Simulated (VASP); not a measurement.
Here is a VASP 6.6.1 calculation.

INCAR

```
PREC     = Accurate       # precision mode
ENCUT    = 520            # plane-wave cutoff, eV
EDIFF    = 1E-6           # SCF threshold, eV
ISMEAR   = 0              # smearing method
SIGMA    = 0.15           # smearing width, eV
LREAL    = False          # projectors in reciprocal space
LASPH    = True           # aspherical terms in the spheres
NELM     = 150            # most SCF steps
ALGO     = Fast           # electronic algorithm
ISIF     = 2              # what is computed and relaxed
LWAVE    = False          # write WAVECAR
LCHARG   = False          # write CHGCAR
ISPIN    = 2              # spin polarisation
MAGMOM   = 1.65 1.65      # initial moments
LORBIT   = 11             # projections on sites
NUPDOWN  = 3.3            # fixed moment
LMAXMIX  = 4              # l up to which the mixer works
GGA      = PE             # functional
NBANDS   = 20             # bands
```

The input KPOINTS:

```
Automatic mesh
0
Gamma
  24 24 12
```

File POSCAR:

```
Co
1.0
    2.4932834166      0.0000000000      0.0000000000
   -1.2466417083      2.1592467776      0.0000000000
    0.0000000000      0.0000000000      4.0323930238
Co
2
Direct
    0.6666666667      0.3333333333      0.2500000000
    0.3333333333      0.6666666667      0.7500000000
```

Potentials or basis: VASP PAW PBE potentials, release 64 (Co).

Command:

```console
$ cat potpaw_PBE.64/Co/POTCAR > POTCAR
$ mpirun -np 1 vasp_std > vasp.out
```

Q: Predict the pressure.

A: 0.2 GPa.

Stress tensor (GPa, compression positive):
```
0.09 0.00 0.00
0.00 0.09 0.00
0.00 0.00 0.56
```

Caveat: the total moment is fixed, so each spin has its own Fermi level.
